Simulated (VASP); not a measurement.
# PbS (Fm-3m) in VASP: notebook, part 2 of 2

VASP 6.6.1. Earlier steps stand in the parts before.

## (3) Relaxation of cell and atoms, r2SCAN

File POSCAR:

```
PbS
1.0
    0.0000000000      2.9876479775      2.9876479775
    2.9876479775      0.0000000000      2.9876479775
    2.9876479775      2.9876479775      0.0000000000
Pb S
1 1
Direct
    0.0000000000      0.0000000000      0.0000000000
    0.5000000000      0.5000000000      0.5000000000
```

File INCAR.step1:

```
ALGO = Normal
EDIFF = 1E-4
ENCUT = 600
GGA = PE
ISMEAR = 0
LASPH = True
LCHARG = False
LREAL = False
LWAVE = True
NELM = 80
PREC = Accurate
SIGMA = 0.01
```

File INCAR.step2:

```
ALGO = Normal
EDIFF = 1E-6
EDIFFG = -0.001
ENCUT = 600
IBRION = 2
ISIF = 3
ISMEAR = 0
ISTART = 1
LASPH = True
LCHARG = False
LMIXTAU = True
LREAL = False
LWAVE = False
METAGGA = R2SCAN
NELM = 80
NSW = 80
PREC = Accurate
SIGMA = 0.01
```

File KPOINTS:

```
k-points
0
Gamma
  8 8 8
```

Potentials or basis: VASP PAW PBE potentials, release 64 (Pb_d, S).

On the command line:

```bash
$ cat potpaw_PBE.64/Pb_d/POTCAR potpaw_PBE.64/S/POTCAR > POTCAR
$ cp INCAR.step1 INCAR
$ mpirun -np 1 vasp_std > vasp.out
$ cp INCAR.step2 INCAR
$ mpirun -np 1 vasp_std > vasp.out
```

OUTCAR:

```text
EDIFF = 1E-6
   EDIFFG = -0.001
   ENCUT = 600
   IBRION = 2
   ISIF = 3
   ISMEAR = 0
   ISTART = 1
   LASPH = True
   LREAL = False
   METAGGA = R2SCAN
   NELM = 80
   NSW = 80
   PREC = Accurate

 ion  position               nearest neighbor table
   1  0.000  0.000  0.000-   2 2.99   2 2.99   2 2.99   2 2.99   2 2.99   2 2.99
   2  0.500  0.500  0.500-   1 2.99   1 2.99   1 2.99   1 2.99   1 2.99   1 2.99

  LATTYP: Found a face centered cubic cell.
 ALAT       =     5.9752959550

  Lattice vectors:

 A1 = (   0.0000000000,   2.9876479775,   2.9876479775)
 A2 = (   2.9876479775,   0.0000000000,   2.9876479775)
 A3 = (   2.9876479775,   2.9876479775,   0.0000000000)

Analysis of symmetry for initial positions (statically):
=====================================================================
 Subroutine PRICEL returns:
 Original cell was already a primitive cell.

 Routine SETGRP: Setting up the symmetry group for a
 face centered cubic supercell.

 Subroutine GETGRP returns: Found 48 space group operations
 (whereof 48 operations were pure point group operations)
 out of a pool of 48 trial point group operations.

The static configuration has the point symmetry O_h .

Analysis of symmetry for dynamics (positions and initial velocities):
=====================================================================
 Subroutine PRICEL returns:
 Original cell was already a primitive cell.

 Routine SETGRP: Setting up the symmetry group for a
 face centered cubic supercell.

 Subroutine GETGRP returns: Found 48 space group operations
 (whereof 48 operations were pure point group operations)
 out of a pool of 48 trial point group operations.

The dynamic configuration has the point symmetry O_h .

 Subroutine INISYM returns: Found 48 space group operations
 (whereof 48 operations are pure point group operations),
 and found     1 'primitive' translations

----------------------------------------------------------------------------------------

                                     Primitive cell

  volume of cell :      53.3357

  direct lattice vectors                    reciprocal lattice vectors
     0.000000000  2.987647977  2.987647977    -0.167355727  0.167355727  0.167355727
     2.987647977  0.000000000  2.987647977     0.167355727 -0.167355727  0.167355727
     2.987647977  2.987647977  0.000000000     0.167355727  0.167355727 -0.167355727

  length of vectors
     4.225172289  4.225172289  4.225172289     0.289868623  0.289868623  0.289868623

  position of ions in fractional coordinates (direct lattice)
     0.000000000  0.000000000  0.000000000
     0.500000000  0.500000000  0.500000000

  ion indices of the primitive-cell ions
   primitive index   ion index
                 1           1
                 2           2

----------------------------------------------------------------------------------------

 KPOINTS: k-points

Automatic generation of k-mesh.
 Grid dimensions read from file:
 generate k-points for:    8    8    8

 Generating k-lattice:

  Cartesian coordinates                     Fractional coordinates (reciprocal lattice)
    -0.020919466  0.020919466  0.020919466     0.125000000  0.000000000  0.000000000
[... 38 lines left out ...]
  0.500000  0.250000  0.125000     48.000000
 -0.375000  0.250000  0.125000     24.000000
 [... further k-points ...]
   k-points           NKPTS =     29   k-points in BZ     NKDIM =     29   number of bands    NBANDS=     14
   number of dos      NEDOS =    301   number of ions     NIONS =      2
   total plane-waves  NPLWV =  46656
   dimension x,y,z NGX =    36 NGY =   36 NGZ =   36
   dimension x,y,z NGXF=    72 NGYF=   72 NGZF=   72
   ions per type =               1   1
   NGX,Y,Z   is equivalent  to a cutoff of  14.16, 14.16, 14.16 a.u.
   NGXF,Y,Z  is equivalent  to a cutoff of  28.33, 28.33, 28.33 a.u.
 SYSTEM =  unknown system
   PREC   = accura    normal or accurate (medium, high low for compatibility)
   ISTART =      1    job   : 0-new  1-cont  2-samecut
   ICHARG =      0    charge: 1-file 2-atom 10-const
   ISPIN  =      1    spin polarized calculation?
   LNONCOLLINEAR =      F non collinear calculations
   LSORBIT =      F    spin-orbit coupling
   LASPH  =      T    aspherical Exc in radial PAW
   ENCUT  =  600.0 eV  44.10 Ry    6.64 a.u.   8.44  8.44  8.44*2*pi/ulx,y,z
   NELM   =     80;   NELMIN=  2; NELMDL=  0     # of ELM steps
   EDIFF  = 0.1E-05   stopping-criterion for ELM
   LREAL  =      F    real-space projection
   EDIFFG = -.1E-02   stopping-criterion for IOM
   NSW    =     80    number of steps for IOM
   IBRION =      2    ionic relax: 0-MD 1-quasi-New 2-CG
   NFREE  =      1    steps in history (QN), initial steepest desc. (CG)
   ISIF   =      3    stress and relaxation
   ISYM   =      2    0-nonsym 1-usesym 2-fastsym
   POTIM  = 0.5000    time-step for ionic-motion
   TEBEG  =    0.0;   TEEND  =   0.0 temperature during run
   PSTRESS=    0.0 pullay stress
   NELECT =      20.0000    total number of electrons
   NUPDOWN=      -1.0000    fix difference up-down
   EMIN   =  10.00;   EMAX   =-10.00  energy-range for DOS
   EFERMI =   0.00;   METHOD = LEGACY
   ISMEAR =     0;   SIGMA  =   0.01  broadening in eV -4-tet -1-fermi 0-gaus
   EFERMI_NEDOS =   21; number of points for ismear=-14 and -15
   IALGO  =     38    algorithm
   IMIX   =      4    mixing-type and parameters
     AMIX     =   0.40;   BMIX     =  1.00
     AMIX_MAG =   1.60;   BMIX_MAG =  1.00
  volume/ion in A,a.u.               =      26.67       179.96
  Fermi-wavevector in a.u.,A,eV,Ry     =   1.180535  2.230887 18.961924  1.393662
  Thomas-Fermi vector in A             =   2.316825
   LORBIT       =      0    0 simple, 1 ext, 2 COOP (PROOUT), +10 PAW based schemes
   METAGGA = R2SCAN    functional components
   LHFCALC =     F    Hartree Fock is set to
   AEXX    =    0.0000 exact exchange contribution
   IVDW    =     0    specifies the selected vdW correction
   LEPSILON=     F    determine dielectric tensor
   LRPA    =     F    only Hartree local field effects (RPA)
 conjugate gradient relaxation of ions
 non-spin polarized calculation
 Gauss-broadening in eV      SIGMA  =   0.01
  energy-cutoff  :      600.00
  volume of cell :       53.34
 maximum number of plane-waves:      1812
 NGX is ok and might be reduce to    36
   NGX = 17   NGY = 17   NGZ = 17

 number of electron      20.0000000 magnetization

 Free energy of the ion-electron system (eV)
  ---------------------------------------------------
  ext. energy  EPLUGINS =         0.00000000
  ---------------------------------------------------
  free energy    TOTEN  =       -65.61265681 eV

  energy without entropy =      -65.61265681  energy(sigma->0) =      -65.61265681

 E-fermi :   5.4331     XC(G=0): -10.1437

 val. band max:        5.3898724597   @ k =   0.5000   0.0000   0.0000
 cond. band min:       6.0938239370   @ k =   0.5000   0.0000   0.0000
 fundamental gap:      0.7039514773
 Fermi energy:         5.4330885712

 k-point     1 :       0.0000    0.0000    0.0000
  band No.  band energies     occupation
      1     -12.0065      2.00000
      2     -12.0065      2.00000
      3     -12.0065      2.00000
      4     -11.9899      2.00000
      5     -11.9899      2.00000
      6      -8.6000      2.00000
      7      -0.7368      2.00000
      8       3.1934      2.00000
      9       3.1934      2.00000
     10       3.1934      2.00000
     11      10.9009      0.00000
     12      10.9009      0.00000
     13      10.9009      0.00000
     14      12.6035      0.00000
[... 377 lines left out ...]
      1     -12.0592      2.00000
      2     -12.0076      2.00000
      3     -11.9915      2.00000
      4     -11.9798      2.00000
      5     -11.9605      2.00000
      6      -7.1812      2.00000
      7      -3.1985      2.00000
      8       1.9691      2.00000
      9       2.3885      2.00000
     10       4.3913      2.00000
     11       7.2633      0.00000
     12       9.0895      0.00000
     13       9.7190      0.00000
     14      13.8397      0.00000

 [... further k-points ...]
[... 5 lines left out ...]
  --------------------------------------------------------------------------------------
  -------------------------------------------------------------------------------------
  Total        0.0002344      0.0002344      0.0002344      0.0000000      0.0000000     -0.0000000
  in kB        0.0070413      0.0070413      0.0070413      0.0000000      0.0000000     -0.0000000
  external PRESSURE =       0.0070413 kB  Pullay stress =       0.0000000 kB

 VOLUME and BASIS-vectors are now :
 -----------------------------------------------------------------------------
  energy-cutoff  :      600.00
  volume of cell :       53.34
      direct lattice vectors                 reciprocal lattice vectors
     0.000000000  2.987647977  2.987647977    -0.167355727  0.167355727  0.167355727
     2.987647977  0.000000000  2.987647977     0.167355727 -0.167355727  0.167355727
     2.987647977  2.987647977  0.000000000     0.167355727  0.167355727 -0.167355727

 POSITION                                       TOTAL-FORCE (eV/Angst)
 -----------------------------------------------------------------------------------
      0.00000      0.00000      0.00000         0.000000      0.000000      0.000000
      2.98765      2.98765      2.98765         0.000000      0.000000     -0.000000
 -----------------------------------------------------------------------------------
    total drift:                                0.000000      0.000000      0.000000

  FREE ENERGIE OF THE ION-ELECTRON SYSTEM (eV)
  ---------------------------------------------------
  free  energy   TOTEN  =       -65.6126568125 eV

  energy  without entropy=      -65.6126568125  energy(sigma->0) =      -65.61265681

 reached required accuracy - stopping structural energy minimisation
```

OUTCAR.step1:

```text
EDIFF = 1E-4
   ENCUT = 600
   GGA = PE
   ISMEAR = 0
   LASPH = True
[... 629 lines left out ...]
 -----------------------------------------------------------------------------------
      0.00000      0.00000      0.00000         0.000000      0.000000      0.000000
      2.98765      2.98765      2.98765        -0.000000     -0.000000     -0.000000
 -----------------------------------------------------------------------------------
    total drift:                                0.000000      0.000000      0.000000

  FREE ENERGIE OF THE ION-ELECTRON SYSTEM (eV)
  ---------------------------------------------------
  free  energy   TOTEN  =        -8.7675968919 eV

  energy  without entropy=       -8.7675968919  energy(sigma->0) =       -8.76759689
```

OSZICAR.step1:

```text
N       E                     dE             d eps       ncg     rms          rms(c)
DAV:   1     0.167895239755E+03    0.16790E+03   -0.10663E+04   820   0.167E+03
DAV:   2     0.530959833414E+01   -0.16259E+03   -0.15911E+03   854   0.377E+02
DAV:   3    -0.883524119974E+01   -0.14145E+02   -0.13836E+02  1078   0.112E+02
DAV:   4    -0.925602913445E+01   -0.42079E+00   -0.42042E+00   928   0.212E+01
DAV:   5    -0.926958642180E+01   -0.13557E-01   -0.13557E-01  1154   0.397E+00    0.448E+00
DAV:   6    -0.876276171580E+01    0.50682E+00   -0.15727E+00  1216   0.970E+00    0.316E+00
DAV:   7    -0.876405716313E+01   -0.12954E-02   -0.15227E-01   870   0.223E+00    0.182E+00
DAV:   8    -0.876781616825E+01   -0.37590E-02   -0.16467E-02   878   0.164E+00    0.272E-01
DAV:   9    -0.876739223508E+01    0.42393E-03   -0.34147E-03  1256   0.591E-01    0.905E-02
DAV:  10    -0.876759019700E+01   -0.19796E-03   -0.36742E-04   842   0.129E-01    0.518E-02
DAV:  11    -0.876759689194E+01   -0.66949E-05   -0.65443E-05   682   0.103E-01
   1 F= -.87675969E+01 E0= -.87675969E+01  d E =-.195245E-58
```

Wall time 3.3 min (1 thread of Intel Xeon 8259CL, shared host); peak memory 0.23 GiB.

Results:

| Property | Result |
| --- | --- |
| Free energy | -65.6127 eV |
| Pressure after relaxing | 0.0 GPa |
| Band gap on the k mesh | 0.70 eV |

Final structure:
```
CELL_PARAMETERS angstrom
0.00000 2.98765 2.98765
2.98765 0.00000 2.98765
2.98765 2.98765 0.00000
ATOMIC_POSITIONS crystal
Pb 0.00000 0.00000 0.00000
S 0.50000 0.50000 0.50000
```

Caveat: the relaxation stopped at its first step, so nothing moved; the PAW data sets were made with another functional, which shifts forces and pressure a little; spin-orbit coupling is left out, which moves the levels of the heavy elements. A k mesh can miss the band edges.
